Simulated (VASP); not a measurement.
A run of VASP 6.6.1 is set up as follows.

The input INCAR:

```
SYSTEM = Ru
ALGO = Normal ; EDIFF = 1E-6
ENCUT = 520 ; GGA = RE
ISIF = 2 ; ISMEAR = -1
LASPH = .True. ; LCHARG = .False.
LREAL = .False. ; LWAVE = .False.
NBANDS = 13 ; NELM = 80
PREC = Accurate ; SIGMA = 0.1
```

File KPOINTS:

```
k-points
0
Gamma
  14 14 14
  0 0 0
```

File POSCAR:

```
Ru
1.0
    2.4171936917      0.0000000000      0.0000000000
    0.0000000000      2.4171936917      0.0000000000
    0.0000000000      0.0000000000      2.4171936917
Ru
1
Direct
    0.0000000000      0.0000000000      0.0000000000
```

Potentials or basis: VASP PAW PBE potentials, release 64 (Ru_pv).

Command:

```console
$ cat potpaw_PBE.64/Ru_pv/POTCAR > POTCAR
$ mpirun -np 1 vasp_std > vasp.out
```

What does it give for the band gap on the k mesh?

Zero (bands 7 and 8 overlap by 5.26 eV).

Predict the pressure.

36.8 GPa.

Caveat: the cell stands under pressure; an empty level that is flat over the whole mesh can mark a ghost state of the potentials, or a narrow d or f band; the PAW data sets were made with another functional, which shifts forces and pressure a little.
